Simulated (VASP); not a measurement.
Here is a VASP 6.6.1 calculation.

INCAR

```
SYSTEM = Bi2H
PREC = Accurate ; ENCUT = 520
EDIFF = 1E-6 ; ISMEAR = 0
SIGMA = 0.05 ; LREAL = .FALSE.
LASPH = .TRUE. ; NELM = 150
ALGO = Normal ; ISIF = 2
LWAVE = .FALSE. ; LCHARG = .FALSE.
ISPIN = 2 ; MAGMOM = 0 0 1
LORBIT = 11 ; LDIPOL = .TRUE.
IDIPOL = 3 ; DIPOL = 0.5 0.5 0.334
GGA = PE ; IVDW = 12
IBRION = 2 ; NSW = 36
EDIFFG = -0.025
```

KPOINTS

```
regular mesh
0
G
  6 6 1
  0 0 0
```

POSCAR

```
Bi2H
1.0
    4.2790193530      0.0000000000      0.0000000000
   -2.1395096765      3.7057394630      0.0000000000
    0.0000000000      0.0000000000     17.2471505494
Bi H
2 1
Selective dynamics
Direct
    0.3333333333      0.6666666667      0.3332231914  F F F
    0.6666666667      0.3333333333      0.2319223682  F F F
    0.3333333333      0.6666666667      0.4375882571  F F T
```

Potentials or basis: VASP PAW PBE potentials, release 64 (Bi_d, H).

Command:

```console
$ cat potpaw_PBE.64/Bi_d/POTCAR potpaw_PBE.64/H/POTCAR > POTCAR
$ mpirun -np 1 vasp_std > vasp.out
```

**Question.** What does it give for the site moments?

**Answer.** Bi +0.02, +0.08; H +0.05 μB.

**Question.** Predict the dispersion energy per atom.

**Answer.** -0.166 eV.

**Question.** Predict the energy gained by relaxing.

**Answer.** 10.6 meV/atom.

The path:
| step | energy change (eV) | largest force on free atoms (eV/Å) | pressure (GPa) |
| --- | --- | --- | --- |
| 1 | 0.0000 | 0.7808 | 0.79 |
| 2 | -0.0222 | 0.4069 | 0.66 |
| 3 | -0.0317 | 0.0232 | 0.49 |
